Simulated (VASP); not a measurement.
A run of VASP 6.6.1 is set up as follows.

INCAR

```
SYSTEM = Cd5HgSe6
PREC = Accurate
ENCUT = 520
EDIFF = 1E-6
ISMEAR = 0
SIGMA = 0.01
LREAL = .FALSE.
LASPH = .TRUE.
NELM = 60
ALGO = Normal
ISIF = 2
LWAVE = .FALSE.
LCHARG = .TRUE.
GGA = PE
LELF = .TRUE.
LVHAR = .TRUE.
NBANDS = 66
```

File KPOINTS:

```
regular mesh
0
G
  12 12 2
  0 0 0
```

File POSCAR:

```
Cd5HgSe6
1.0
    4.3900186400      0.0000000000      0.0000000000
   -2.1950093200      3.8018676653      0.0000000000
    0.0000000000      0.0000000000     21.4888028000
Cd Hg Se
5 1 6
Direct
    0.0000000000      0.0000000000      0.9994560000
    0.3333333333      0.6666666667      0.8332530000
    0.6666666667      0.3333333333      0.6670580000
    0.0000000000      0.0000000000      0.5006860000
    0.6666666667      0.3333333333      0.1655400000
    0.3333333333      0.6666666667      0.3337120000
    0.3333333333      0.6666666667      0.9581550000
    0.6666666667      0.3333333333      0.7919590000
    0.0000000000      0.0000000000      0.6257190000
    0.3333333333      0.6666666667      0.4596170000
    0.6666666667      0.3333333333      0.2904720000
    0.0000000000      0.0000000000      0.1243730000
```

Potentials or basis: VASP PAW PBE potentials, release 64 (Cd, Hg, Se).

Run with:

```console
$ cat potpaw_PBE.64/Cd/POTCAR potpaw_PBE.64/Hg/POTCAR potpaw_PBE.64/Se/POTCAR > POTCAR
$ mpirun -np 1 vasp_std > vasp.out
```

(1) Estimate the pressure.

(2) Estimate the band gap on the k mesh.

Answers

(1) 0.2 GPa.

(2) 0.08 eV.

Caveat: spin-orbit coupling is left out, which moves the levels of the heavy elements.
